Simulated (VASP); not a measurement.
# CaF2 (Fluorite) (Fm-3m) in VASP: single point with PBEsol

Aim: the single point of CaF2 (Fluorite) with PBEsol.

All numbers are computed with VASP 6.6.1; they aren't measurements. Logs are shortened: lines on timing, memory, paths and dates and some standing lists are left out, and cuts for length are marked.

## 1. The cell of the first run

It takes space group Fm-3m (No. 225, cubic). Conventional cell: a = 5.462 Å, b = 5.462 Å, c = 5.462 Å, α = 90.00°, β = 90.00°, γ = 90.00°. Ca (site symmetry m-3m) has 8 F at 2.37 Å within 3.1 Å. Within 3.1 Å of F (site symmetry -43m) lie 4 Ca at 2.37 Å and 6 F at 2.73 Å.

## 2. Single point, PBEsol

INCAR

```
PREC     = Accurate       # precision mode
ENCUT    = 600            # plane-wave cutoff, eV
EDIFF    = 1E-6           # SCF threshold, eV
ISMEAR   = 0              # smearing method
SIGMA    = 0.01           # smearing width, eV
LREAL    = False          # projectors in reciprocal space
LASPH    = True           # aspherical terms in the spheres
NELM     = 120            # most SCF steps
ALGO     = Normal         # electronic algorithm
ISIF     = 2              # what is computed and relaxed
LWAVE    = False          # write WAVECAR
LCHARG   = False          # write CHGCAR
GGA      = PS             # functional
NBANDS   = 19             # bands
GGA_COMPAT= False
```

KPOINTS

```
Automatic mesh
0
Gamma
  4 4 4
```

POSCAR

```
CaF2
1.0
    3.8622170000      0.0000000000      0.0000000000
    1.9311085000      3.3447780369      0.0000000000
    1.9311085000      1.1149260123      3.1534869753
Ca F
1 2
Direct
    0.0000000000      0.0000000000      0.0000000000
    0.2500000000      0.2500000000      0.2500000000
    0.7500000000      0.7500000000      0.7500000000
```

Potentials or basis: VASP PAW PBE potentials, release 64 (Ca_sv, F).

Started as:

```
cat potpaw_PBE.64/Ca_sv/POTCAR potpaw_PBE.64/F/POTCAR > POTCAR
mpirun -np 1 vasp_std > vasp.out
```

OUTCAR:

```text
PREC = Accurate
   ENCUT = 600
   EDIFF = 1E-6
   ISMEAR = 0
   LREAL = False
   LASPH = True
   NELM = 120
   ISIF = 2
   GGA = PS

 ion  position               nearest neighbor table
   1  0.000  0.000  0.000-   3 2.37   2 2.37   2 2.37   3 2.37   3 2.37   2 2.37   3 2.37   2 2.37

   2  0.250  0.250  0.250-   1 2.37   1 2.37   1 2.37   1 2.37
   3  0.750  0.750  0.750-   1 2.37   1 2.37   1 2.37   1 2.37

  LATTYP: Found a face centered cubic cell.
 ALAT       =     5.4619996622

  Lattice vectors:

 A1 = (   3.8622170000,   0.0000000000,   0.0000000000)
 A2 = (   1.9311085000,   3.3447780369,   0.0000000000)
 A3 = (   1.9311085000,   1.1149260123,   3.1534869753)

Analysis of symmetry for initial positions (statically):
=====================================================================
 Subroutine PRICEL returns:
 Original cell was already a primitive cell.

 Routine SETGRP: Setting up the symmetry group for a
 face centered cubic supercell.

 Subroutine GETGRP returns: Found 48 space group operations
 (whereof 48 operations were pure point group operations)
 out of a pool of 48 trial point group operations.

The static configuration has the point symmetry O_h .

Analysis of symmetry for dynamics (positions and initial velocities):
=====================================================================
 Subroutine PRICEL returns:
 Original cell was already a primitive cell.

 Routine SETGRP: Setting up the symmetry group for a
 face centered cubic supercell.

 Subroutine GETGRP returns: Found 48 space group operations
 (whereof 48 operations were pure point group operations)
 out of a pool of 48 trial point group operations.

The dynamic configuration has the point symmetry O_h .

 Subroutine INISYM returns: Found 48 space group operations
 (whereof 48 operations are pure point group operations),
 and found     1 'primitive' translations

----------------------------------------------------------------------------------------

                                     Primitive cell

  volume of cell :      40.7376

  direct lattice vectors                    reciprocal lattice vectors
     3.862217000  0.000000000  0.000000000     0.258918647 -0.149486751 -0.105703095
     1.931108500  3.344778037  0.000000000     0.000000000  0.298973501 -0.105703095
     1.931108500  1.114926012  3.153486975     0.000000000  0.000000000  0.317109285

  length of vectors
     3.862217000  3.862217000  3.862217000     0.317109285  0.317109285  0.317109285

  position of ions in fractional coordinates (direct lattice)
     0.000000000  0.000000000  0.000000000
     0.250000000  0.250000000  0.250000000
     0.750000000  0.750000000  0.750000000

  ion indices of the primitive-cell ions
   primitive index   ion index
                 1           1
                 2           2
                 3           3

----------------------------------------------------------------------------------------

 KPOINTS: Automatic mesh

Automatic generation of k-mesh.
 Grid dimensions read from file:
 generate k-points for:    4    4    4

 Generating k-lattice:

  Cartesian coordinates                     Fractional coordinates (reciprocal lattice)
     0.064729662 -0.037371688 -0.026425774     0.250000000  0.000000000 -0.000000000
     0.000000000  0.074743375 -0.026425774     0.000000000  0.250000000  0.000000000
     0.000000000  0.000000000  0.079277321     0.000000000  0.000000000  0.250000000

  Length of vectors
     0.079277321  0.079277321  0.079277321

  Shift w.r.t. Gamma in fractional coordinates (k-lattice)
     0.000000000  0.000000000  0.000000000

 Subroutine IBZKPT returns following result:
 ===========================================

 Found      8 irreducible k-points:

 Following reciprocal coordinates:
            Coordinates               Weight
  0.000000  0.000000  0.000000      1.000000
  0.250000  0.000000 -0.000000      8.000000
  0.500000  0.000000 -0.000000      4.000000
  0.250000  0.250000 -0.000000      6.000000
  0.500000  0.250000 -0.000000     24.000000
 -0.250000  0.250000  0.000000     12.000000
  0.500000  0.500000 -0.000000      3.000000
 -0.250000  0.500000  0.250000      6.000000
   k-points           NKPTS =      8   k-points in BZ     NKDIM =      8   number of bands    NBANDS=     19
   number of dos      NEDOS =    301   number of ions     NIONS =      3
   total plane-waves  NPLWV =  32768
   dimension x,y,z NGX =    32 NGY =   32 NGZ =   32
   dimension x,y,z NGXF=    64 NGYF=   64 NGZF=   64
   ions per type =               1   2
   NGX,Y,Z   is equivalent  to a cutoff of  13.77, 13.77, 13.77 a.u.
   NGXF,Y,Z  is equivalent  to a cutoff of  27.55, 27.55, 27.55 a.u.
 SYSTEM =  unknown system
   PREC   = accura    normal or accurate (medium, high low for compatibility)
   ISTART =      0    job   : 0-new  1-cont  2-samecut
   ICHARG =      2    charge: 1-file 2-atom 10-const
   ISPIN  =      1    spin polarized calculation?
   LNONCOLLINEAR =      F non collinear calculations
   LSORBIT =      F    spin-orbit coupling
   LASPH  =      T    aspherical Exc in radial PAW
   ENCUT  =  600.0 eV  44.10 Ry    6.64 a.u.   7.71  7.71  7.71*2*pi/ulx,y,z
   NELM   =    120;   NELMIN=  2; NELMDL= -5     # of ELM steps
   EDIFF  = 0.1E-05   stopping-criterion for ELM
   LREAL  =      F    real-space projection
   EDIFFG = 0.1E-04   stopping-criterion for IOM
   NSW    =      0    number of steps for IOM
   IBRION =     -1    ionic relax: 0-MD 1-quasi-New 2-CG
   NFREE  =      0    steps in history (QN), initial steepest desc. (CG)
   ISIF   =      2    stress and relaxation
   ISYM   =      2    0-nonsym 1-usesym 2-fastsym
   POTIM  = 0.5000    time-step for ionic-motion
   TEBEG  =    0.0;   TEEND  =   0.0 temperature during run
   PSTRESS=    0.0 pullay stress
   NELECT =      24.0000    total number of electrons
   NUPDOWN=      -1.0000    fix difference up-down
   EMIN   =  10.00;   EMAX   =-10.00  energy-range for DOS
   EFERMI =   0.00;   METHOD = LEGACY
   ISMEAR =     0;   SIGMA  =   0.01  broadening in eV -4-tet -1-fermi 0-gaus
   EFERMI_NEDOS =   21; number of points for ismear=-14 and -15
   IALGO  =     38    algorithm
   IMIX   =      4    mixing-type and parameters
     AMIX     =   0.40;   BMIX     =  1.00
     AMIX_MAG =   1.60;   BMIX_MAG =  1.00
  volume/ion in A,a.u.               =      13.58        91.64
  Fermi-wavevector in a.u.,A,eV,Ry     =   1.372399  2.593457 25.626270  1.883478
  Thomas-Fermi vector in A             =   2.498009
   LORBIT       =      0    0 simple, 1 ext, 2 COOP (PROOUT), +10 PAW based schemes
   GGA     = PS    functional components
   LHFCALC =     F    Hartree Fock is set to
   AEXX    =    0.0000 exact exchange contribution
   IVDW    =     0    specifies the selected vdW correction
   LEPSILON=     F    determine dielectric tensor
   LRPA    =     F    only Hartree local field effects (RPA)
 non-spin polarized calculation
 Gauss-broadening in eV      SIGMA  =   0.01
  energy-cutoff  :      600.00
  volume of cell :       40.74
 maximum number of plane-waves:      1380
 NGX is ok and might be reduce to    32
   NGX = 15   NGY = 15   NGZ = 15

 number of electron      23.9999989 magnetization

 Free energy of the ion-electron system (eV)
  ---------------------------------------------------
  ext. energy  EPLUGINS =         0.00000000
  ---------------------------------------------------
  free energy    TOTEN  =       -17.90255586 eV

  energy without entropy =      -17.90255586  energy(sigma->0) =      -17.90255586

 E-fermi :  -0.9284     XC(G=0):  -9.8973

 val. band max:       -1.0856071550   @ k =   0.5000   0.5000  -0.0000
 cond. band min:       6.0088620859   @ k =   0.0000   0.0000   0.0000
 fundamental gap:      7.0944692409
 Fermi energy:        -0.9284499788

 k-point     1 :       0.0000    0.0000    0.0000
  band No.  band energies     occupation
      1     -36.8956      2.00000
      2     -20.9081      2.00000
      3     -20.1184      2.00000
      4     -17.9200      2.00000
      5     -17.9200      2.00000
      6     -17.9200      2.00000
      7      -3.2302      2.00000
      8      -3.2302      2.00000
      9      -3.2302      2.00000
     10      -1.3439      2.00000
     11      -1.3439      2.00000
     12      -1.3439      2.00000
     13       6.0089      0.00000
     14       8.0373      0.00000
     15       8.0373      0.00000
     16      10.1397      0.00000
     17      10.1397      0.00000
     18      10.1397      0.00000
     19      15.6687      0.00000

 k-point     2 :       0.2500    0.0000   -0.0000
  band No.  band energies     occupation
      1     -36.8781      2.00000
      2     -21.0175      2.00000
      3     -20.2896      2.00000
      4     -17.9419      2.00000
      5     -17.9419      2.00000
      6     -17.6731      2.00000
      7      -2.9714      2.00000
      8      -2.9714      2.00000
      9      -2.7918      2.00000
     10      -1.9185      2.00000
     11      -1.6019      2.00000
     12      -1.6019      2.00000
     13       7.3285      0.00000
     14       8.1517      0.00000
     15       8.1517      0.00000
     16       9.7357      0.00000
     17      10.0008      0.00000
     18      10.0008      0.00000
     19      13.6724      0.00000

 k-point     3 :       0.5000    0.0000   -0.0000
  band No.  band energies     occupation
      1     -36.8606      2.00000
      2     -21.0360      2.00000
      3     -20.5538      2.00000
      4     -17.9636      2.00000
      5     -17.9636      2.00000
      6     -17.4135      2.00000
      7      -2.6250      2.00000
      8      -2.6250      2.00000
      9      -2.3999      2.00000
     10      -2.3433      2.00000
     11      -1.9316      2.00000
     12      -1.9316      2.00000
     13       8.2617      0.00000
     14       8.2617      0.00000
     15       8.6167      0.00000
     16       9.4521      0.00000
     17       9.8624      0.00000
     18       9.8624      0.00000
     19      12.4925      0.00000

 k-point     4 :       0.2500    0.2500   -0.0000
  band No.  band energies     occupation
      1     -36.8723      2.00000
      2     -21.0922      2.00000
      3     -20.2769      2.00000
      4     -17.9746      2.00000
      5     -17.9746      2.00000
      6     -17.5692      2.00000
      7      -3.0385      2.00000
      8      -3.0385      2.00000
      9      -2.7336      2.00000
     10      -2.2506      2.00000
     11      -1.3431      2.00000
     12      -1.3431      2.00000
     13       7.4134      0.00000
     14       8.2604      0.00000
     15       8.4783      0.00000
     16       9.3895      0.00000
     17       9.9325      0.00000
     18       9.9325      0.00000
     19      15.1070      0.00000

 k-point     5 :       0.5000    0.2500   -0.0000
  band No.  band energies     occupation
      1     -36.8548      2.00000
      2     -21.0650      2.00000
      3     -20.6112      2.00000
      4     -17.9963      2.00000
      5     -17.8332      2.00000
      6     -17.4437      2.00000
      7      -3.3032      2.00000
      8      -2.8422      2.00000
      9      -2.7125      2.00000
     10      -1.6688      2.00000
     11      -1.5796      2.00000
     12      -1.4984      2.00000
     13       7.3758      0.00000
     14       8.6004      0.00000
     15       8.7449      0.00000
     16       9.2034      0.00000
     17       9.8111      0.00000
     18      11.1620      0.00000
     19      13.4175      0.00000

 k-point     6 :      -0.2500    0.2500    0.0000
  band No.  band energies     occupation
      1     -36.8606      2.00000
      2     -20.9981      2.00000
      3     -20.6127      2.00000
      4     -17.9639      2.00000
      5     -17.7465      2.00000
      6     -17.6086      2.00000
      7      -3.1811      2.00000
      8      -2.6410      2.00000
      9      -2.3908      2.00000
     10      -2.1844      2.00000
     11      -2.0356      2.00000
     12      -1.3021      2.00000
     13       7.5809      0.00000
     14       8.2744      0.00000
     15       8.7700      0.00000
     16       9.2022      0.00000
     17       9.8744      0.00000
     18      10.6900      0.00000
     19      13.7596      0.00000

 k-point     7 :       0.5000    0.5000   -0.0000
  band No.  band energies     occupation
      1     -36.8490      2.00000
      2     -21.2468      2.00000
      3     -20.4285      2.00000
      4     -18.0287      2.00000
      5     -18.0287      2.00000
      6     -17.2351      2.00000
      7      -3.8410      2.00000
      8      -2.7522      2.00000
      9      -2.7522      2.00000
     10      -1.4568      2.00000
     11      -1.4568      2.00000
     12      -1.0856      2.00000
     13       6.9351      0.00000
     14       8.3867      0.00000
     15       8.9893      0.00000
     16       9.7753      0.00000
     17       9.7753      0.00000
     18      12.0359      0.00000
     19      13.5993      0.00000

 k-point     8 :      -0.2500    0.5000    0.2500
  band No.  band energies     occupation
      1     -36.8490      2.00000
      2     -20.8917      2.00000
      3     -20.8917      2.00000
      4     -18.0313      2.00000
      5     -17.5761      2.00000
      6     -17.5761      2.00000
      7      -3.3790      2.00000
      8      -3.2479      2.00000
      9      -2.1422      2.00000
     10      -2.1422      2.00000
     11      -1.3724      2.00000
     12      -1.1766      2.00000
     13       7.2664      0.00000
     14       8.6389      0.00000
     15       8.8059      0.00000
     16       8.8059      0.00000
     17       9.7962      0.00000
     18      13.2360      0.00000
     19      14.4143      0.00000

------------------------ aborting loop because EDIFF is reached ----------------------------------------

  FORCE on cell =-STRESS in cart. coord.  units (eV):
  Direction    XX          YY          ZZ          XY          YZ          ZX
  --------------------------------------------------------------------------------------
  -------------------------------------------------------------------------------------
  Total       -0.4215539     -0.4215539     -0.4215539     -0.0000000     -0.0000000      0.0000000
  in kB      -16.5793967    -16.5793967    -16.5793967     -0.0000000     -0.0000000      0.0000000
  external PRESSURE =     -16.5793967 kB  Pullay stress =       0.0000000 kB

 VOLUME and BASIS-vectors are now :
 -----------------------------------------------------------------------------
  energy-cutoff  :      600.00
  volume of cell :       40.74
      direct lattice vectors                 reciprocal lattice vectors
     3.862217000  0.000000000  0.000000000     0.258918647 -0.149486751 -0.105703095
     1.931108500  3.344778037  0.000000000     0.000000000  0.298973501 -0.105703095
     1.931108500  1.114926012  3.153486975     0.000000000  0.000000000  0.317109285

 POSITION                                       TOTAL-FORCE (eV/Angst)
 -----------------------------------------------------------------------------------
      0.00000      0.00000      0.00000         0.000000     -0.000000      0.000000
      1.93111      1.11493      0.78837        -0.000000     -0.000000      0.000000
      5.79333      3.34478      2.36512         0.000000      0.000000     -0.000000
 -----------------------------------------------------------------------------------
    total drift:                                0.000000      0.000000     -0.000000

  FREE ENERGIE OF THE ION-ELECTRON SYSTEM (eV)
  ---------------------------------------------------
  free  energy   TOTEN  =       -17.9025558628 eV

  energy  without entropy=      -17.9025558628  energy(sigma->0) =      -17.90255586
```

It took 19 s on 1 thread of AMD EPYC 7R13, shared host; peak memory 0.14 GiB.

Results:

* Free energy: -17.9026 eV
* Pressure: -1.7 GPa
* Band gap on the k mesh: 7.09 eV, indirect (least direct gap 7.35 eV)

Levels at points of the mesh, in eV from the valence-band top:
| k point | band 10 | band 11 | band 12 | band 13 | band 14 | band 15 |
| --- | --- | --- | --- | --- | --- | --- |
| (0.00, 0.00, 0.00) | -0.26 | -0.26 | -0.26 | 7.09 | 9.12 | 9.12 |
| (0.50, 0.00, 0.00) | -1.26 | -0.85 | -0.85 | 9.35 | 9.35 | 9.70 |
| (0.50, 0.50, 0.00) | -0.37 | -0.37 | 0.00 | 8.02 | 9.47 | 10.07 |

Caveat: the k points lie up to 0.50 Å⁻¹ apart; the PAW data sets were made with another functional, which shifts forces and pressure a little. PBEsol gaps usually lie below the measured ones, often by a third to a half.
